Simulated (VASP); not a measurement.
# Cu4Si3: single point with PBE

Crystal: Cu4Si3.

```
Si Cu
1.0
     4.79644    0.00000    0.00000
     0.00000    4.79644    0.00000
     0.00000    0.00000    4.79644
Si Cu
3 4
Direct
  0.00000 0.00000 0.50000
  0.50000 0.00000 0.00000
  0.00000 0.50000 0.00000
  0.68375 0.31625 0.31625
  0.31625 0.68375 0.31625
  0.31625 0.31625 0.68375
  0.68375 0.68375 0.68375
```

The cell was generated, and may not be a known phase.

* Program: VASP 6.6.1
* Task: single point
* Functional: PBE
* Potentials or basis: VASP PAW PBE potentials, release 64 (Si, Cu)
* Cutoff: 520 eV
* k mesh: 4 × 4 × 4
* Occupations: gaussian, width 0.1 eV
* Spin: no spin polarisation

```json
{
  "Pressure": "0.4 GPa",
  "Largest force": "0.057 eV/Å",
  "Band gap on the k mesh": "zero (bands 28 and 29 overlap by 1.52 eV)"
}
```

Forces on the atoms (eV/Å):
```
Si   0.000  0.000  0.000
Si   0.000  0.000  0.000
Si   0.000  0.000  0.000
Cu  -0.033  0.033  0.033
Cu   0.033 -0.033  0.033
Cu   0.033  0.033 -0.033
Cu  -0.033 -0.033 -0.033
```

Levels at points of the mesh, in eV from the Fermi level:
```csv
k point,band 25,band 26,band 27,band 28,band 29,band 30,band 31,band 32
"(0.00, 0.00, 0.00)",-2.62,-2.62,-2.61,1.16,1.16,1.16,2.28,2.28
"(0.50, 0.00, 0.00)",-2.16,-1.65,-1.36,-0.36,-0.36,-0.10,1.87,2.50
"(0.50, 0.50, 0.00)",-1.07,-0.99,-0.99,-0.74,0.06,0.06,0.58,2.12
"(0.50, 0.50, 0.50)",-3.12,-3.12,-3.12,-2.95,3.64,3.64,3.64,3.78
```

It took 23 s on 1 thread of Intel(R) Xeon(R) 6975P-C (Granite Rapids), with other jobs on the host, peak memory 0.21 GiB.
